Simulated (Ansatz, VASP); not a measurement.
One calculation of CdTe, two programs

```
Cd Te
1.0
     0.00000    3.19271    3.27996
     3.19271    0.00000    3.27996
     3.19271    3.19271    0.00000
Cd Te
1 1
Direct
  0.00000 0.00000 0.00000
  0.25000 0.25000 0.25000
```

Change from the starting cell: biaxial_xy strain -2.7%.

Alike in both runs: task single point; functional PBE; k mesh 6 × 6 × 6; occupations fermi-dirac, width 0.02 eV; no spin polarisation.

|  | VASP | Ansatz |
| --- | --- | --- |
| version | VASP 6.6.1 | Ansatz 0.2.0 |
| potentials or method | VASP PAW PBE potentials, release 64 (Cd, Te) | plane waves, PAW |
| plane-wave cutoff (eV) | 520 | 420 |
| valence electrons in the cell | 18 | 36 |

Ansatz gave:

- gap on the k mesh at the Fermi level (eV): 0.79
- pressure (GPa): 3.4
- traceless stress, the component that is largest in VASP (GPa): -0.27

Problem. What did VASP give for the same quantities?

Solution. gap on the k mesh at the Fermi level (eV): 0.79; pressure (GPa): 3.6; traceless stress, the component that is largest in VASP (GPa): -0.26.

VASP's potentials hold 18 valence electrons a cell and Ansatz's 36, so a difference there can come from the potentials and not from the codes.

Spin-orbit coupling is off throughout.
